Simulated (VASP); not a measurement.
Crystal: Ge.

```
Ge
1.0
     6.15677    0.00000    0.00000
     0.00000    6.15677    0.00000
     0.00000    0.00000    2.87212
Ge
4
Direct
  0.29053 0.00000 0.00000
  0.70947 0.00000 0.00000
  0.00000 0.70947 0.00000
  0.00000 0.29053 0.00000
```

The cell was generated, and may not be a known phase.

- Program: VASP 6.6.1
- Task: relaxation of cell and atoms
- Functional: PBE
- Potentials or basis: VASP PAW PBE potentials, release 64 (Ge_d)
- Cutoff: 600 eV
- k mesh: 8 × 8 × 16
- Occupations: gaussian, width 0.1 eV
- Spin: no spin polarisation

At the start: pressure -0.0 GPa; volume 27.22 Å³/atom.

**Question.** How do energy, volume and symmetry change on relaxing?

**Answer.** Over 8 steps the energy falls by 3.0 meV/atom and the volume is 27.03 Å³/atom (-0.7 %); space group P4/mmm (No. 123, to 0.1 Å) before and after.

Step by step:
```
step  energy change (eV)  largest force (eV/Å)  pressure (GPa)  volume (Å³)
   1              0.0000                0.2003            0.00       108.87
   2             -0.0110                0.0248           -0.27       108.86
   3             -0.0110                0.0322           -0.27       108.86
   4             -0.0118                0.0135           -0.01       108.14
   5             -0.0118                0.0109            0.06       108.05
   6             -0.0118                0.0137            0.01       108.10
   7             -0.0118                0.0118            0.02       108.08
   8             -0.0118                0.0009           -0.02       108.12
```

Final structure:
```cif
data_structure
_symmetry_space_group_name_H-M 'P 1'
_symmetry_Int_Tables_number 1
_cell_length_a 6.1748
_cell_length_b 6.1748
_cell_length_c 2.8356
_cell_angle_alpha 90.000
_cell_angle_beta 90.000
_cell_angle_gamma 90.000
_cell_volume 108.12
loop_
_atom_site_label
_atom_site_type_symbol
_atom_site_fract_x
_atom_site_fract_y
_atom_site_fract_z
_atom_site_occupancy
Ge1 Ge 0.29251 0.00000 0.00000 1
Ge2 Ge 0.70749 0.00000 0.00000 1
Ge3 Ge 0.00000 0.70749 0.00000 1
Ge4 Ge 0.00000 0.29251 0.00000 1
```
